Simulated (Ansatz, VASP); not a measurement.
**BaTiO3: VASP beside Ansatz**

The input INCAR:

```
  PREC = Accurate
  ENCUT = 520
  EDIFF = 1E-7
  ISMEAR = -1
  SIGMA = 0.03
  LREAL = False
  LASPH = True
  NELM = 100
  ALGO = Normal
  ISIF = 2
  LWAVE = False
  LCHARG = False
  GGA = PS
  NBANDS = 28
```

KPOINTS

```
Automatic mesh
0
Gamma
  7 7 7
```

Contents of POSCAR:

```
BaTiO3
1.0
    4.0397980000      0.0000000000      0.0000000000
    0.0000000000      4.0397980000      0.0000000000
    0.0000000000      0.0000000000      4.0180000000
Ba Ti O
1 1 3
Direct
    0.0000000000      0.0000000000      0.0000000000
    0.5000000000      0.5000000000      0.5000000000
    0.5000000000      0.5000000000      0.0000000000
    0.5000000000      0.0000000000      0.5000000000
    0.0000000000      0.5000000000      0.5000000000
```

Input for Ansatz:

```yaml
crystal:
  lattice:
    - [4.039798, 0.0, 0.0]
    - [0.0, 4.039798, 0.0]
    - [0.0, 0.0, 4.018]
  atoms:
    - { symbol: Ba, position: [0.0, 0.0, 0.0] }
    - { symbol: Ti, position: [0.5, 0.5, 0.5] }
    - { symbol: O, position: [0.5, 0.5, 0.0] }
    - { symbol: O, position: [0.5, 0.0, 0.5] }
    - { symbol: O, position: [0.0, 0.5, 0.5] }
kpoints:
  mp_grid: { grid: [7, 7, 7] }
  band_path:
    path:
      - [0.0, 0.0, 0.0]
      - [0.0, 0.5, 0.0]
      - [0.5, 0.5, 0.0]
      - [0.0, 0.0, 0.0]
      - [0.0, 0.0, 0.5]
      - [0.0, 0.5, 0.5]
      - [0.5, 0.5, 0.5]
      - [0.0, 0.0, 0.5]
      - [0.0, 0.5, 0.0]
    npoints: 5
scf:
  occupations: { method: fermi_dirac, width: 0.03 }
hamiltonian:
  xc: pbesol
  pseudopotentials: { kind: all_electron, lapw: { basis_error: 0.001 } }
output:
  forces: true
  stress: true
  eigenvalues: true
```

Change from the starting cell: equal xx and yy strain of +1 %.

Alike in both runs: task single point; functional PBEsol; k mesh 7 × 7 × 7; occupations fermi-dirac, width 0.03 eV; no spin polarisation.

```csv
,VASP,Ansatz
version,VASP 6.6.1,Ansatz 0.2.0
potentials or method,"VASP PAW PBE potentials, release 64 (Ba_sv, Ti_sv, O), cutoff 520 eV","all-electron LAPW, scalar-relativistic"
```

|  | VASP | Ansatz | Ansatz less VASP |
| --- | --- | --- | --- |
| gap on the k mesh at the Fermi level (eV) | 1.71 | 1.77 | +0.060 |
| pressure (GPa) | -5.9 | -7.6 | -1.66 |
| traceless stress, the component that is largest in VASP (GPa) | 0.62 | 0.60 | -0.021 |

VASP's potentials were made for PBE, not for PBEsol. Ansatz ran all-electron here, and VASP with PAW potentials.

Spin-orbit coupling is off throughout.
